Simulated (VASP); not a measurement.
Set up this calculation in VASP 6.6.1, as the native input.

- Task: single point
- Functional: LDA
- Potentials or basis: VASP PAW LDA potentials, release 64 (Se)
- Cutoff: 520 eV
- k mesh: 12 × 12 × 8
- Occupations: gaussian, width 0.02 eV
- Spin: no spin polarisation
- Dipole correction: no
- Further INCAR settings: ALGO = Normal; EDIFF = 1e-06; NBANDS = 16

The structure of Se lies in POSCAR:

```
Se
1.0
    3.9495881601      0.0000000000      0.0000000000
   -1.9747940801      3.4204436812      0.0000000000
    0.0000000000      0.0000000000      5.1169329699
Se
3
Direct
    0.2553198013      0.0000000000      0.3333333333
    0.0000000000      0.2553198013      0.6666666667
    0.7446801987      0.7446801987      0.0000000000
```

These files were run (other wordings do the same):

INCAR

```
PREC = Accurate
ENCUT = 520
EDIFF = 1E-6
ISMEAR = 0
SIGMA = 0.02
LREAL = F
LASPH = T
NELM = 100
ALGO = Normal
ISIF = 2
LWAVE = F
LCHARG = T
LELF = T
LVHAR = T
NBANDS = 16
```

KPOINTS

```
regular mesh
0
Gamma
  12 12 8
```

Potentials or basis: VASP PAW LDA potentials, release 64 (Se).

Run with:

```sh
$ cat potpaw_LDA.64/Se/POTCAR > POTCAR
$ mpirun -np 1 vasp_std > vasp.out
```

Results of the run:

```yaml
Pressure: 0.2 GPa
Largest_force: 0.034 eV/Å
Band_gap_on_the_k_mesh: 0.28 eV
```

Caveat: semilocal functionals underestimate gaps, and a narrow one can read as zero.

Run time: 3 min on 1 thread of Intel Xeon 8259CL, on a shared host, peak memory 0.23 GiB.
